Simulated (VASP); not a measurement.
# P (Cmce) in VASP: single point with PBEsol

Aim: the single point of P with PBEsol.

Everything below comes from runs of VASP 6.6.1. Logs are shortened: lines on timing, memory, paths and dates and some standing lists are left out, and cuts for length are marked.

## (1) The cell of the first run

The structure is orthorhombic, space group Cmce (No. 64). Conventional cell: a = 3.317 Å, b = 10.294 Å, c = 4.197 Å, α = 90.00°, β = 90.00°, γ = 90.00°. Within 2.9 Å of P (site symmetry m) lie 3 P at 2.23 to 2.25 Å.

## (2) Single point, PBEsol

INCAR reads:

```
SYSTEM = P
PREC     = Accurate       ! precision mode
ENCUT    = 520            ! plane-wave cutoff, eV
EDIFF    = 1E-6           ! SCF threshold, eV
ISMEAR   = 0              ! smearing method
SIGMA    = 0.1            ! smearing width, eV
LREAL    = .False.        ! projectors in reciprocal space
LASPH    = .True.         ! aspherical terms in the spheres
NELM     = 100            ! most SCF steps
ALGO     = Normal         ! electronic algorithm
ISIF     = 2              ! what is computed and relaxed
LWAVE    = .False.        ! write WAVECAR
LCHARG   = .True.         ! write CHGCAR
GGA      = PS             ! functional
LELF     = .True.         ! ELF
LVHAR    = .True.       
NBANDS   = 18             ! bands
```

KPOINTS reads:

```
Automatic mesh
0
Gamma
  14 14 12
  0 0 0
```

POSCAR reads:

```
P
1.0
    1.6586866908     -5.1471194133      0.0000000000
    1.6586866908      5.1471194133      0.0000000000
    0.0000000000      0.0000000000      4.1969501015
P
4
Direct
    0.1052449363      0.8947550637      0.9271013884
    0.6052449363      0.3947550637      0.5728986116
    0.8947550637      0.1052449363      0.0728986116
    0.3947550637      0.6052449363      0.4271013884
```

Potentials or basis: VASP PAW PBE potentials, release 64 (P).

Launch:

```sh
> cat potpaw_PBE.64/P/POTCAR > POTCAR
> mpirun -np 1 vasp_std > vasp.out
```

OUTCAR:

```text
SYSTEM = P
   PREC = Accurate
   ENCUT = 520
   EDIFF = 1E-6
   ISMEAR = 0
   LREAL = .False.
   LASPH = .True.
   NELM = 100
   ISIF = 2
   GGA = PS

 ion  position               nearest neighbor table
   1  0.105  0.895  0.927-   2 2.23   2 2.23   3 2.25
   2  0.605  0.395  0.573-   1 2.23   1 2.23   4 2.25
   3  0.895  0.105  0.073-   4 2.23   4 2.23   1 2.25
   4  0.395  0.605  0.427-   3 2.23   3 2.23   2 2.25

  LATTYP: Found a base centered orthorhombic cell.
 ALAT       =     3.3173733816
 B/A-ratio  =     3.1031293865
 C/A-ratio  =     1.2651425145

  Lattice vectors:

 A1 = (   1.6586866908,  -5.1471194133,   0.0000000000)
 A2 = (   1.6586866908,   5.1471194133,   0.0000000000)
 A3 = (   0.0000000000,   0.0000000000,   4.1969501015)

Analysis of symmetry for initial positions (statically):
=====================================================================
 Subroutine PRICEL returns:
 Original cell was already a primitive cell.

 Routine SETGRP: Setting up the symmetry group for a
 base centered orthorhombic supercell.

 Subroutine GETGRP returns: Found  8 space group operations
 (whereof  4 operations were pure point group operations)
 out of a pool of  8 trial point group operations.

The static configuration has the point symmetry C_2h.
 The point group associated with its full space group is D_2h.

Analysis of symmetry for dynamics (positions and initial velocities):
=====================================================================
 Subroutine PRICEL returns:
 Original cell was already a primitive cell.

 Routine SETGRP: Setting up the symmetry group for a
 base centered orthorhombic supercell.

 Subroutine GETGRP returns: Found  8 space group operations
 (whereof  4 operations were pure point group operations)
 out of a pool of  8 trial point group operations.

The dynamic configuration has the point symmetry C_2h.
 The point group associated with its full space group is D_2h.

 Subroutine INISYM returns: Found  8 space group operations
 (whereof  4 operations are pure point group operations),
 and found     1 'primitive' translations

----------------------------------------------------------------------------------------

                                     Primitive cell

  volume of cell :      71.6626

  direct lattice vectors                    reciprocal lattice vectors
     1.658686691 -5.147119413  0.000000000     0.301443306 -0.097141714  0.000000000
     1.658686691  5.147119413  0.000000000     0.301443306  0.097141714  0.000000000
     0.000000000  0.000000000  4.196950101     0.000000000  0.000000000  0.238268260

  length of vectors
     5.407779562  5.407779562  4.196950101     0.316708982  0.316708982  0.238268260

  position of ions in fractional coordinates (direct lattice)
     0.105244936  0.894755064  0.927101388
     0.605244936  0.394755064  0.572898612
     0.894755064  0.105244936  0.072898612
     0.394755064  0.605244936  0.427101388

  ion indices of the primitive-cell ions
   primitive index   ion index
                 1           1
                 2           2
                 3           3
                 4           4

----------------------------------------------------------------------------------------

 KPOINTS: Automatic mesh

Automatic generation of k-mesh.
 Grid dimensions read from file:
 generate k-points for:   14   14   12

 Generating k-lattice:

  Cartesian coordinates                     Fractional coordinates (reciprocal lattice)
     0.021531665 -0.006938694  0.000000000     0.071428571  0.000000000  0.000000000
     0.021531665  0.006938694  0.000000000     0.000000000  0.071428571  0.000000000
     0.000000000  0.000000000  0.019855688     0.000000000  0.000000000  0.083333333

  Length of vectors
     0.022622070  0.022622070  0.019855688

  Shift w.r.t. Gamma in fractional coordinates (k-lattice)
     0.000000000  0.000000000  0.000000000

 Subroutine IBZKPT returns following result:
 ===========================================

 Found    399 irreducible k-points:

 Following reciprocal coordinates:
            Coordinates               Weight
  0.000000  0.000000  0.000000      1.000000
  0.071429  0.000000  0.000000      4.000000
  0.142857  0.000000  0.000000      4.000000
  0.214286  0.000000  0.000000      4.000000
  0.285714  0.000000  0.000000      4.000000
  0.357143  0.000000  0.000000      4.000000
[... 16 lines left out ...]
  0.214286  0.142857  0.000000      4.000000
  0.285714  0.142857  0.000000      4.000000
 [... further k-points ...]
   k-points           NKPTS =    399   k-points in BZ     NKDIM =    399   number of bands    NBANDS=     18
   number of dos      NEDOS =    301   number of ions     NIONS =      4
   total plane-waves  NPLWV =  51200
   dimension x,y,z NGX =    40 NGY =   40 NGZ =   32
   dimension x,y,z NGXF=    80 NGYF=   80 NGZF=   64
   ions per type =               4
   NGX,Y,Z   is equivalent  to a cutoff of  12.30, 12.30, 12.68 a.u.
   NGXF,Y,Z  is equivalent  to a cutoff of  24.59, 24.59, 25.35 a.u.
 SYSTEM =  P
   PREC   = accura    normal or accurate (medium, high low for compatibility)
   ISTART =      0    job   : 0-new  1-cont  2-samecut
   ICHARG =      2    charge: 1-file 2-atom 10-const
   ISPIN  =      1    spin polarized calculation?
   LNONCOLLINEAR =      F non collinear calculations
   LSORBIT =      F    spin-orbit coupling
   LASPH  =      T    aspherical Exc in radial PAW
   ENCUT  =  520.0 eV  38.22 Ry    6.18 a.u.  10.05 10.05  7.80*2*pi/ulx,y,z
   NELM   =    100;   NELMIN=  2; NELMDL= -5     # of ELM steps
   EDIFF  = 0.1E-05   stopping-criterion for ELM
   LREAL  =      F    real-space projection
   EDIFFG = 0.1E-04   stopping-criterion for IOM
   NSW    =      0    number of steps for IOM
   IBRION =     -1    ionic relax: 0-MD 1-quasi-New 2-CG
   NFREE  =      0    steps in history (QN), initial steepest desc. (CG)
   ISIF   =      2    stress and relaxation
   ISYM   =      2    0-nonsym 1-usesym 2-fastsym
   POTIM  = 0.5000    time-step for ionic-motion
   TEBEG  =    0.0;   TEEND  =   0.0 temperature during run
   PSTRESS=    0.0 pullay stress
   NELECT =      20.0000    total number of electrons
   NUPDOWN=      -1.0000    fix difference up-down
   EMIN   =  10.00;   EMAX   =-10.00  energy-range for DOS
   EFERMI =   0.00;   METHOD = LEGACY
   ISMEAR =     0;   SIGMA  =   0.10  broadening in eV -4-tet -1-fermi 0-gaus
   EFERMI_NEDOS =   21; number of points for ismear=-14 and -15
   IALGO  =     38    algorithm
   IMIX   =      4    mixing-type and parameters
     AMIX     =   0.40;   BMIX     =  1.00
     AMIX_MAG =   1.60;   BMIX_MAG =  1.00
  volume/ion in A,a.u.               =      17.92       120.90
  Fermi-wavevector in a.u.,A,eV,Ry     =   1.069845  2.021713 15.572785  1.144567
  Thomas-Fermi vector in A             =   2.205536
   LORBIT       =      0    0 simple, 1 ext, 2 COOP (PROOUT), +10 PAW based schemes
   GGA     = PS    functional components
   LHFCALC =     F    Hartree Fock is set to
   AEXX    =    0.0000 exact exchange contribution
   IVDW    =     0    specifies the selected vdW correction
   LEPSILON=     F    determine dielectric tensor
   LRPA    =     F    only Hartree local field effects (RPA)
 non-spin polarized calculation
 Gauss-broadening in eV      SIGMA  =   0.10
  energy-cutoff  :      520.00
  volume of cell :       71.66
 maximum number of plane-waves:      1949
   NGX = 21   NGY = 21   NGZ = 15

 number of electron      20.0000000 magnetization

 Free energy of the ion-electron system (eV)
  ---------------------------------------------------
  ext. energy  EPLUGINS =         0.00000000
  ---------------------------------------------------
  free energy    TOTEN  =       -23.04987252 eV

  energy without entropy =      -23.04929559  energy(sigma->0) =      -23.04958405

 E-fermi :   7.1498     XC(G=0): -10.3179

 val. band max:        7.1263743400   @ k =   0.4286   0.4286   0.0000
 cond. band min:       7.1518548794   @ k =   0.4286   0.2143   0.0000
 fundamental gap:      0.0254805394
 Fermi energy:         7.1497625770

 k-point     1 :       0.0000    0.0000    0.0000
  band No.  band energies     occupation
      1      -8.7953      2.00000
      2      -5.5035      2.00000
      3      -1.9961      2.00000
      4      -0.0953      2.00000
      5       2.0395      2.00000
      6       2.8678      2.00000
[... 10 lines left out ...]
     17      14.3229      0.00000
     18      14.4627      0.00000

 k-point     2 :       0.0714    0.0000    0.0000
  band No.  band energies     occupation
      1      -8.7307      2.00000
      2      -5.4516      2.00000
      3      -2.0456      2.00000
      4      -0.0278      2.00000
      5       2.0996      2.00000
      6       2.5977      2.00000
[... 10 lines left out ...]
     17      13.7812      0.00000
     18      14.1788      0.00000

 k-point     3 :       0.1429    0.0000    0.0000
  band No.  band energies     occupation
      1      -8.5374      2.00000
      2      -5.2955      2.00000
      3      -2.2313      2.00000
      4       0.1723      2.00000
      5       1.8276      2.00000
      6       2.2263      2.00000
[... 10 lines left out ...]
     17      12.5391      0.00000
     18      14.0697      0.00000

 k-point     4 :       0.2143    0.0000    0.0000
  band No.  band energies     occupation
      1      -8.2173      2.00000
      2      -5.0340      2.00000
      3      -2.6350      2.00000
      4       0.4973      2.00000
      5       0.8350      2.00000
      6       1.7554      2.00000
[... 375 lines left out ...]
      4      -0.2922      2.00000
      5       0.7430      2.00000
      6       1.5822      2.00000
[... 10 lines left out ...]
     17      13.5007      0.00000
     18      14.1692      0.00000

 k-point    23 :       0.2143    0.1429    0.0000
  band No.  band energies     occupation
      1      -7.2837      2.00000
      2      -4.0312      2.00000
      3      -3.9682      2.00000
      4      -1.3619      2.00000
      5       1.1750      2.00000
      6       1.7132      2.00000
[... 10 lines left out ...]
     17      13.5324      0.00000
     18      15.2698      0.00000

 k-point    24 :       0.2857    0.1429    0.0000
  band No.  band energies     occupation
      1      -6.6312      2.00000
      2      -4.8582      2.00000
      3      -3.3306      2.00000
      4      -2.3363      2.00000
      5       1.6259      2.00000
      6       2.0036      2.00000
[... 10 lines left out ...]
     17      13.4759      0.00000
     18      14.8377      0.00000

 [... further k-points ...]
[... 5 lines left out ...]
  --------------------------------------------------------------------------------------
  -------------------------------------------------------------------------------------
  Total       -0.0219325     -0.0628311     -0.0219205      0.0000000     -0.0000000      0.0000000
  in kB       -0.4903508     -1.4047306     -0.4900828      0.0000000     -0.0000000      0.0000000
  external PRESSURE =      -0.7950547 kB  Pullay stress =       0.0000000 kB

 VOLUME and BASIS-vectors are now :
 -----------------------------------------------------------------------------
  energy-cutoff  :      520.00
  volume of cell :       71.66
      direct lattice vectors                 reciprocal lattice vectors
     1.658686691 -5.147119413  0.000000000     0.301443306 -0.097141714  0.000000000
     1.658686691  5.147119413  0.000000000     0.301443306  0.097141714  0.000000000
     0.000000000  0.000000000  4.196950101     0.000000000  0.000000000  0.238268260

 POSITION                                       TOTAL-FORCE (eV/Angst)
 -----------------------------------------------------------------------------------
      1.65869      4.06370      3.89100         0.000000      0.024382     -0.023004
      1.65869     -1.08342      2.40443         0.000000      0.024382      0.023004
      1.65869     -4.06370      0.30595         0.000000     -0.024382      0.023004
      1.65869      1.08342      1.79252         0.000000     -0.024382     -0.023004
 -----------------------------------------------------------------------------------
    total drift:                                0.000000      0.000000     -0.000000

  FREE ENERGIE OF THE ION-ELECTRON SYSTEM (eV)
  ---------------------------------------------------
  free  energy   TOTEN  =       -23.0498725172 eV

  energy  without entropy=      -23.0492955889  energy(sigma->0) =      -23.04958405
```

It took 6.1 min on 1 thread of Intel Xeon Platinum 8259CL at 2.50GHz (Skylake/Cascade Lake), shared host; peak memory 0.47 GiB.

What came out:

```yaml
Free_energy: -23.0499 eV
Pressure: -0.1 GPa
Largest_force: 0.034 eV/Å
Band_gap_on_the_k_mesh: zero (bands 10 and 11 overlap by 0.27 eV)
```

Forces on the atoms (eV/Å):
```
P    0.000  0.024 -0.023
P    0.000  0.024  0.023
P    0.000 -0.024  0.023
P    0.000 -0.024 -0.023
```

Caveat: the PAW data sets were made with another functional, which shifts forces and pressure a little.

The gap in the log of VASP goes by the Fermi energy; the results here count the filled bands.